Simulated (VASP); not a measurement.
# Ba2BCl (P6/mmm) in VASP: a series of runs

The runs below take Ba2BCl through single point, relaxation of cell and atoms, with PBE.

All numbers are computed with VASP 6.6.1; they aren't measurements. Logs are shortened: lines on timing, memory, paths and dates and some standing lists are left out, and cuts for length are marked.

### 1 The cell of the first run

The structure is hexagonal, space group P6/mmm (No. 191). Conventional cell: a = 5.692 Å, b = 5.692 Å, c = 4.717 Å, α = 90.00°, β = 90.00°, γ = 120.00°. Within 4.3 Å of Ba (site symmetry -6m2) lie 3 Ba at 3.29 Å and 3 B at 3.29 Å and 6 Cl at 4.05 Å. Within 3.1 Å of B (site symmetry 6/mmm) lie 2 Cl at 2.36 Å. Cl (site symmetry 6/mmm) has 2 B at 2.36 Å within 3.1 Å.

The cell was built from a structure type or drawn by symmetry, and may not be a known phase.

### 2 Single point, PBE

Input file INCAR:

```
SYSTEM = Ba2BCl
  ALGO = Normal
  EDIFF = 1E-6
  ENCUT = 520
  GGA = PE
  ISIF = 2
  ISMEAR = 0
  LASPH = .True.
  LCHARG = .True.
  LELF = .True.
  LREAL = .False.
  LVHAR = .True.
  LWAVE = .False.
  NBANDS = 23
  NELM = 60
  PREC = Accurate
  SIGMA = 0.1
```

Input file KPOINTS:

```
k-points
0
Gamma
  6 6 4
  0 0 0
```

Input file POSCAR:

```
Ba2BCl
1.0
    5.6920735500      0.0000000000      0.0000000000
   -2.8460367700      4.9294802900      0.0000000000
    0.0000000000      0.0000000000      4.7170128300
Ba B Cl
2 1 1
Direct
    0.3333333300      0.6666666700      0.0000000000
    0.6666666700      0.3333333300      0.0000000000
    0.0000000000      0.0000000000      0.0000000000
    0.0000000000      0.0000000000      0.5000000000
```

Potentials or basis: VASP PAW PBE potentials, release 64 (Ba_sv, B, Cl).

On the command line:

```console
$ cat potpaw_PBE.64/Ba_sv/POTCAR potpaw_PBE.64/B/POTCAR potpaw_PBE.64/Cl/POTCAR > POTCAR
$ mpirun -np 1 vasp_std > vasp.out
```

OUTCAR:

```text
SYSTEM = Ba2BCl
   EDIFF = 1E-6
   ENCUT = 520
   GGA = PE
   ISIF = 2
   ISMEAR = 0
   LASPH = .True.
   LREAL = .False.
   NELM = 60
   PREC = Accurate

 ion  position               nearest neighbor table
   1  0.333  0.667  0.000-   2 3.29   3 3.29   2 3.29   3 3.29   3 3.29   2 3.29
   2  0.667  0.333  0.000-   1 3.29   3 3.29   1 3.29   3 3.29   3 3.29   1 3.29
   3  0.000  0.000  0.000-   4 2.36   4 2.36   1 3.29   2 3.29   1 3.29   2 3.29   2 3.29   1 3.29

   4  0.000  0.000  0.500-   3 2.36   3 2.36

  LATTYP: Found a hexagonal cell.
 ALAT       =     5.6920735500
 C/A-ratio  =     0.8286985030

  Lattice vectors:

 A1 = (   5.6920735500,   0.0000000000,   0.0000000000)
 A2 = (  -2.8460367700,   4.9294802900,   0.0000000000)
 A3 = (   0.0000000000,   0.0000000000,   4.7170128300)

Analysis of symmetry for initial positions (statically):
=====================================================================
 Subroutine PRICEL returns:
 Original cell was already a primitive cell.

 Routine SETGRP: Setting up the symmetry group for a
 hexagonal supercell.

 Subroutine GETGRP returns: Found 24 space group operations
 (whereof 24 operations were pure point group operations)
 out of a pool of 24 trial point group operations.

The static configuration has the point symmetry D_6h.

Analysis of symmetry for dynamics (positions and initial velocities):
=====================================================================
 Subroutine PRICEL returns:
 Original cell was already a primitive cell.

 Routine SETGRP: Setting up the symmetry group for a
 hexagonal supercell.

 Subroutine GETGRP returns: Found 24 space group operations
 (whereof 24 operations were pure point group operations)
 out of a pool of 24 trial point group operations.

The dynamic configuration has the point symmetry D_6h.

 Subroutine INISYM returns: Found 24 space group operations
 (whereof 24 operations are pure point group operations),
 and found     1 'primitive' translations

----------------------------------------------------------------------------------------

                                     Primitive cell

  volume of cell :     132.3545

  direct lattice vectors                    reciprocal lattice vectors
     5.692073550  0.000000000  0.000000000     0.175682902  0.101430571  0.000000000
    -2.846036770  4.929480290  0.000000000     0.000000000  0.202861142  0.000000000
     0.000000000  0.000000000  4.717012830     0.000000000  0.000000000  0.211998575

  length of vectors
     5.692073550  5.692073544  4.717012830     0.202861142  0.202861142  0.211998575

  position of ions in fractional coordinates (direct lattice)
     0.333333330  0.666666670  0.000000000
     0.666666670  0.333333330  0.000000000
     0.000000000  0.000000000  0.000000000
     0.000000000  0.000000000  0.500000000

  ion indices of the primitive-cell ions
   primitive index   ion index
                 1           1
                 2           2
                 3           3
                 4           4

----------------------------------------------------------------------------------------

 KPOINTS: k-points

Automatic generation of k-mesh.
 Grid dimensions read from file:
 generate k-points for:    6    6    4

 Generating k-lattice:

  Cartesian coordinates                     Fractional coordinates (reciprocal lattice)
     0.029280484  0.016905095  0.000000000     0.166666667 -0.000000000  0.000000000
     0.000000000  0.033810190  0.000000000     0.000000000  0.166666667  0.000000000
     0.000000000  0.000000000  0.052999644     0.000000000  0.000000000  0.250000000

  Length of vectors
     0.033810190  0.033810190  0.052999644

  Shift w.r.t. Gamma in fractional coordinates (k-lattice)
     0.000000000  0.000000000  0.000000000

 Subroutine IBZKPT returns following result:
 ===========================================

 Found     21 irreducible k-points:

 Following reciprocal coordinates:
            Coordinates               Weight
  0.000000  0.000000  0.000000      1.000000
  0.166667  0.000000  0.000000      6.000000
  0.333333  0.000000  0.000000      6.000000
  0.500000  0.000000  0.000000      3.000000
  0.166667  0.166667  0.000000      6.000000
  0.333333  0.166667  0.000000     12.000000
[... 13 lines left out ...]
  0.333333  0.166667  0.500000     12.000000
  0.333333  0.333333  0.500000      2.000000
   k-points           NKPTS =     21   k-points in BZ     NKDIM =     21   number of bands    NBANDS=     23
   number of dos      NEDOS =    301   number of ions     NIONS =      4
   total plane-waves  NPLWV =  63504
   dimension x,y,z NGX =    42 NGY =   42 NGZ =   36
   dimension x,y,z NGXF=    84 NGYF=   84 NGZF=   72
   ions per type =               2   1   1
   NGX,Y,Z   is equivalent  to a cutoff of  12.27, 12.27, 12.69 a.u.
   NGXF,Y,Z  is equivalent  to a cutoff of  24.53, 24.53, 25.38 a.u.
 SYSTEM =  Ba2BCl
   PREC   = accura    normal or accurate (medium, high low for compatibility)
   ISTART =      0    job   : 0-new  1-cont  2-samecut
   ICHARG =      2    charge: 1-file 2-atom 10-const
   ISPIN  =      1    spin polarized calculation?
   LNONCOLLINEAR =      F non collinear calculations
   LSORBIT =      F    spin-orbit coupling
   LASPH  =      T    aspherical Exc in radial PAW
   ENCUT  =  520.0 eV  38.22 Ry    6.18 a.u.  10.58 10.58  8.77*2*pi/ulx,y,z
   NELM   =     60;   NELMIN=  2; NELMDL= -5     # of ELM steps
   EDIFF  = 0.1E-05   stopping-criterion for ELM
   LREAL  =      F    real-space projection
   EDIFFG = 0.1E-04   stopping-criterion for IOM
   NSW    =      0    number of steps for IOM
   IBRION =     -1    ionic relax: 0-MD 1-quasi-New 2-CG
   NFREE  =      0    steps in history (QN), initial steepest desc. (CG)
   ISIF   =      2    stress and relaxation
   ISYM   =      2    0-nonsym 1-usesym 2-fastsym
   POTIM  = 0.5000    time-step for ionic-motion
   TEBEG  =    0.0;   TEEND  =   0.0 temperature during run
   PSTRESS=    0.0 pullay stress
   NELECT =      30.0000    total number of electrons
   NUPDOWN=      -1.0000    fix difference up-down
   EMIN   =  10.00;   EMAX   =-10.00  energy-range for DOS
   EFERMI =   0.00;   METHOD = LEGACY
   ISMEAR =     0;   SIGMA  =   0.10  broadening in eV -4-tet -1-fermi 0-gaus
   EFERMI_NEDOS =   21; number of points for ismear=-14 and -15
   IALGO  =     38    algorithm
   IMIX   =      4    mixing-type and parameters
     AMIX     =   0.40;   BMIX     =  1.00
     AMIX_MAG =   1.60;   BMIX_MAG =  1.00
  volume/ion in A,a.u.               =      33.09       223.29
  Fermi-wavevector in a.u.,A,eV,Ry     =   0.998165  1.886258 13.555939  0.996333
  Thomas-Fermi vector in A             =   2.130370
   LORBIT       =      0    0 simple, 1 ext, 2 COOP (PROOUT), +10 PAW based schemes
   GGA     = PE    functional components
   LHFCALC =     F    Hartree Fock is set to
   AEXX    =    0.0000 exact exchange contribution
   IVDW    =     0    specifies the selected vdW correction
   LEPSILON=     F    determine dielectric tensor
   LRPA    =     F    only Hartree local field effects (RPA)
 non-spin polarized calculation
 Gauss-broadening in eV      SIGMA  =   0.10
  energy-cutoff  :      520.00
  volume of cell :      132.35
 maximum number of plane-waves:      3588
   NGX = 21   NGY = 21   NGZ = 17

 number of electron      30.0000003 magnetization

 Free energy of the ion-electron system (eV)
  ---------------------------------------------------
  ext. energy  EPLUGINS =         0.00000000
  ---------------------------------------------------
  free energy    TOTEN  =       -10.03226567 eV

  energy without entropy =      -10.00936571  energy(sigma->0) =      -10.02081569

 E-fermi :   3.0626     XC(G=0):  -8.3213

 val. band max:        3.0504990262   @ k =   0.5000   0.0000   0.0000
 cond. band min:       3.0686293367   @ k =   0.5000   0.0000   0.0000
 fundamental gap:      0.0181303105
 Fermi energy:         3.0626284134

 k-point     1 :       0.0000    0.0000    0.0000
  band No.  band energies     occupation
      1     -26.1174      2.00000
      2     -25.5354      2.00000
      3     -13.2320      2.00000
      4     -11.9441      2.00000
      5     -11.9441      2.00000
      6     -11.3576      2.00000
[... 15 lines left out ...]
     22       6.0052      0.00000
     23       6.7507      0.00000

 k-point     2 :       0.1667    0.0000    0.0000
  band No.  band energies     occupation
      1     -26.0852      2.00000
      2     -25.5723      2.00000
      3     -13.2390      2.00000
      4     -11.9897      2.00000
      5     -11.8684      2.00000
      6     -11.3259      2.00000
[... 15 lines left out ...]
     22       6.4272      0.00000
     23       7.0108      0.00000

 k-point     3 :       0.3333    0.0000    0.0000
  band No.  band energies     occupation
      1     -26.0012      2.00000
      2     -25.6658      2.00000
      3     -13.2586      2.00000
      4     -12.0721      2.00000
      5     -11.6710      2.00000
      6     -11.2432      2.00000
[... 15 lines left out ...]
     22       6.8366      0.00000
     23       7.0346      0.00000

 k-point     4 :       0.5000    0.0000    0.0000
  band No.  band energies     occupation
      1     -25.9326      2.00000
      2     -25.7392      2.00000
      3     -13.2706      2.00000
      4     -12.1098      2.00000
      5     -11.5332      2.00000
      6     -11.1761      2.00000
[... 15 lines left out ...]
     22       6.3656      0.00000
     23       7.1197      0.00000

 k-point     5 :       0.1667    0.1667    0.0000
  band No.  band energies     occupation
      1     -26.0260      2.00000
      2     -25.6386      2.00000
      3     -13.2555      2.00000
      4     -12.0513      2.00000
      5     -11.7171      2.00000
      6     -11.2676      2.00000
[... 356 lines left out ...]
 k-point    19 :       0.1667    0.1667    0.5000
  band No.  band energies     occupation
      1     -26.0187      2.00000
      2     -25.6324      2.00000
      3     -13.2015      2.00000
      4     -12.0551      2.00000
      5     -11.6982      2.00000
      6     -11.4065      2.00000
[... 15 lines left out ...]
     22       6.5349      0.00000
     23       7.0874      0.00000

 k-point    20 :       0.3333    0.1667    0.5000
  band No.  band energies     occupation
      1     -25.9256      2.00000
      2     -25.7327      2.00000
      3     -13.1885      2.00000
      4     -12.1388      2.00000
      5     -11.4721      2.00000
      6     -11.3301      2.00000
[... 15 lines left out ...]
     22       5.8756      0.00000
     23       7.0917      0.00000

 k-point    21 :       0.3333    0.3333    0.5000
  band No.  band energies     occupation
      1     -25.8303      2.00000
      2     -25.8303      2.00000
      3     -13.1844      2.00000
      4     -12.1959      2.00000
      5     -11.2339      2.00000
      6     -11.2339      2.00000
[... 15 lines left out ...]
     22       5.5514      0.00000
     23       7.1992      0.00000

------------------------ aborting loop because EDIFF is reached ----------------------------------------

  FORCE on cell =-STRESS in cart. coord.  units (eV):
  Direction    XX          YY          ZZ          XY          YZ          ZX
  --------------------------------------------------------------------------------------
  -------------------------------------------------------------------------------------
  Total       -0.9711389     -0.9711389      3.1102412     -0.0000000      0.0000000     -0.0000000
  in kB      -11.7558283    -11.7558283     37.6500846     -0.0000000      0.0000000     -0.0000000
  external PRESSURE =       4.7128093 kB  Pullay stress =       0.0000000 kB

 VOLUME and BASIS-vectors are now :
 -----------------------------------------------------------------------------
  energy-cutoff  :      520.00
  volume of cell :      132.35
      direct lattice vectors                 reciprocal lattice vectors
     5.692073550  0.000000000  0.000000000     0.175682902  0.101430571  0.000000000
    -2.846036770  4.929480290  0.000000000     0.000000000  0.202861142  0.000000000
     0.000000000  0.000000000  4.717012830     0.000000000  0.000000000  0.211998575

 POSITION                                       TOTAL-FORCE (eV/Angst)
 -----------------------------------------------------------------------------------
     -0.00000      3.28632      0.00000        -0.000000      0.000000      0.000000
      2.84604      1.64316      0.00000         0.000000     -0.000000      0.000000
      0.00000      0.00000      0.00000        -0.000000      0.000000      0.000000
      0.00000      0.00000      2.35851        -0.000000      0.000000      0.000000
 -----------------------------------------------------------------------------------
    total drift:                                0.000000     -0.000000     -0.000000

  FREE ENERGIE OF THE ION-ELECTRON SYSTEM (eV)
  ---------------------------------------------------
  free  energy   TOTEN  =       -10.0322656685 eV

  energy  without entropy=      -10.0093657112  energy(sigma->0) =      -10.02081569
```

Run time: 31 s. Hardware: 1 thread of Intel Xeon 6975P-C (Granite Rapids), shared host; peak memory 0.27 GiB.

Results:

```yaml
Free_energy: -10.0323 eV
Pressure: 0.5 GPa
Band_gap_on_the_k_mesh: zero (bands 15 and 16 overlap by 0.56 eV)
```

Stress tensor (GPa, compression positive):
```
-1.18  0.00  0.00
 0.00 -1.18  0.00
 0.00  0.00  3.77
```

Caveat: spin-orbit coupling is left out, which moves the levels of the heavy elements.

### 3 Single point, PBE

This run uses another cell than the first one, of 36.27 Å³/atom.

Input file INCAR:

```
PREC = Accurate
ENCUT = 520
EDIFF = 1E-7
ISMEAR = 0
SIGMA = 0.1
LREAL = False
LASPH = True
NELM = 60
ALGO = Normal
ISIF = 2
LWAVE = False
LCHARG = False
GGA = PE
NBANDS = 23
```

Input file KPOINTS:

```
Automatic mesh
0
Gamma
  6 6 4
```

Input file POSCAR:

```
Ba2BCl
1.0
    5.5464102564     -0.0000000028      0.0000000000
   -2.7732051258      4.8033321833      0.0000000000
    0.0000000000      0.0000000000      5.4460567305
Ba B Cl
2 1 1
Direct
    0.3333333333      0.6666666667      0.0000000000
    0.6666666667      0.3333333333      0.0000000000
    0.0000000000      0.0000000000      0.0000000000
    0.0000000000      0.0000000000      0.5000000000
```

Potentials or basis: VASP PAW PBE potentials, release 64 (Ba_sv, B, Cl).

On the command line:

```console
$ cat potpaw_PBE.64/Ba_sv/POTCAR potpaw_PBE.64/B/POTCAR potpaw_PBE.64/Cl/POTCAR > POTCAR
$ mpirun -np 1 vasp_std > vasp.out
```

Run time: 44 s. Hardware: 1 thread of Intel Xeon 6975P-C (Granite Rapids), shared host; peak memory 0.29 GiB.

The run converged. Its results:

```yaml
Free_energy: -10.2522 eV
Pressure: 0.7 GPa
Band_gap_on_the_k_mesh: zero (bands 15 and 16 overlap by 0.81 eV)
```

Stress tensor (GPa, compression positive):
```
0.98 0.00 0.00
0.00 0.98 0.00
0.00 0.00 0.08
```

Levels at points of the mesh, in eV from the Fermi level:
| k point | band 13 | band 14 | band 15 | band 16 | band 17 | band 18 |
| --- | --- | --- | --- | --- | --- | --- |
| (0.00, 0.00, 0.00) | -4.01 | -0.72 | -0.07 | -0.07 | 1.19 | 1.19 |
| (0.50, 0.00, 0.00) | -4.05 | -0.33 | -0.10 | 0.59 | 0.74 | 0.86 |
| (0.00, 0.00, 0.50) | -2.15 | -0.44 | -0.44 | 0.59 | 0.59 | 0.74 |
| (0.50, 0.00, 0.50) | -1.97 | -0.61 | -0.49 | -0.12 | 0.69 | 1.23 |

Caveat: spin-orbit coupling is left out, which moves the levels of the heavy elements.

### 4 Relaxation of cell and atoms, PBE

Input file INCAR:

```
SYSTEM = Ba2BCl
PREC     = Accurate       ! precision mode
ENCUT    = 600            ! plane-wave cutoff, eV
EDIFF    = 1E-6           ! SCF threshold, eV
ISMEAR   = 0              ! smearing method
SIGMA    = 0.1            ! smearing width, eV
LREAL    = .False.        ! projectors in reciprocal space
LASPH    = .True.         ! aspherical terms in the spheres
NELM     = 80             ! most SCF steps
ALGO     = Normal         ! electronic algorithm
ISIF     = 3              ! what is computed and relaxed
LWAVE    = .False.        ! write WAVECAR
LCHARG   = .False.        ! write CHGCAR
GGA      = PE             ! functional
IBRION   = 2              ! ionic algorithm
NSW      = 90             ! ionic steps
EDIFFG   = -0.04          ! ionic threshold
```

Input file KPOINTS:

```
regular mesh
0
Gamma
  6 6 4
  0 0 0
```

Input file POSCAR:

```
Ba2BCl
1.0
    5.6920735500      0.0000000000      0.0000000000
   -2.8460367700      4.9294802900      0.0000000000
    0.0000000000      0.0000000000      4.7170128300
Ba B Cl
2 1 1
Direct
    0.3333333300      0.6666666700      0.0000000000
    0.6666666700      0.3333333300      0.0000000000
    0.0000000000      0.0000000000      0.0000000000
    0.0000000000      0.0000000000      0.5000000000
```

On the command line:

```console
$ cat potpaw_PBE.64/Ba_sv/POTCAR potpaw_PBE.64/B/POTCAR potpaw_PBE.64/Cl/POTCAR > POTCAR
$ mpirun -np 1 vasp_std > vasp.out
```

It took 2.6 min on 1 thread of Intel Xeon 6975P-C (Granite Rapids), shared host; peak memory 0.35 GiB.

The run converged. Its results:

```
Free energy                           : -10.2609 eV
Relaxed volume                        : 37.17 Å³/atom
Relaxed cell                          : a = 5.619 Å, b = 5.619 Å, c = 5.437 Å, α = 90.00°, β = 90.00°, γ = 120.00°
Space group after relaxing (to 0.1 Å) : P6/mmm (No. 191)
Energy gained by relaxing             : 57.0 meV/atom
Ionic steps                           : 5
Pressure after relaxing               : -0.1 GPa
Band gap on the k mesh                : zero (bands 15 and 16 overlap by 0.76 eV)
```

Stress tensor (GPa, compression positive):
```
-0.15  0.00  0.00
 0.00 -0.15  0.00
 0.00  0.00  0.10
```

Step by step:
| step | energy change (eV) | largest force (eV/Å) | pressure (GPa) | volume (Å³) |
| --- | --- | --- | --- | --- |
| 1 | 0.0000 | 0.0000 | 0.48 | 132.35 |
| 2 | -0.1170 | 0.0000 | 0.66 | 134.15 |
| 3 | -0.1845 | 0.0000 | 1.44 | 136.90 |
| 4 | -0.2268 | 0.0000 | 0.16 | 146.59 |
| 5 | -0.2278 | 0.0000 | -0.07 | 148.66 |

Final structure:
```
Ba B Cl
1.0
     5.61877    0.00000    0.00000
    -2.80938    4.86599    0.00000
     0.00000    0.00000    5.43734
Ba B Cl
2 1 1
Direct
  0.33333 0.66667 0.00000
  0.66667 0.33333 0.00000
  0.00000 0.00000 0.00000
  0.00000 0.00000 0.50000
```

Levels at points of the mesh, in eV from the Fermi level:
```
           k point  band 11  band 12  band 13  band 14  band 15  band 16  band 17  band 18  band 19
(0.00, 0.00, 0.00)    -4.53    -3.95    -3.95    -0.73    -0.08    -0.08     1.20     1.20     2.62
(0.50, 0.00, 0.00)    -4.61    -4.26    -3.98    -0.29    -0.14     0.63     0.66     0.79     1.17
(0.00, 0.00, 0.50)    -3.90    -3.90    -2.08    -0.46    -0.46     0.59     0.59     0.71     2.07
(0.50, 0.00, 0.50)    -4.06    -4.01    -1.90    -0.57    -0.54    -0.08     0.69     1.14     2.19
```

Caveat: a cell axis changed by over 15 % at a fixed basis, so the end point is rough; spin-orbit coupling is left out, which moves the levels of the heavy elements.

### 5 The runs side by side

| task | cell | cutoff (eV) | gap on the mesh (eV) | pressure (GPa) |
| --- | --- | --- | --- | --- |
| single point | a = 5.692, b = 5.692, c = 4.717 Å, angles 90.0, 90.0, 120.0°, 4 atoms | 520 | none | 0.5 |
| single point | a = 5.546, b = 5.546, c = 5.446 Å, angles 90.0, 90.0, 120.0°, 4 atoms | 520 | none | 0.7 |
| relaxation of cell and atoms | relaxed from a = 5.692, b = 5.692, c = 4.717 Å, angles 90.0, 90.0, 120.0°, 4 atoms | 600 | none | -0.1 |

Alike in all rows: level PBE; potentials or basis VASP PAW PBE potentials, release 64 (Ba_sv, B, Cl); no spin polarisation; k mesh 6 × 6 × 4; smearing gaussian 0.1 eV.

Caveats: spin-orbit coupling is left out, which moves the levels of the heavy elements; a cell axis changed by over 15 % at a fixed basis, so the end point is rough (at least some runs).

Total energies depend on the potentials used, so only differences within one code and one set of settings carry meaning.
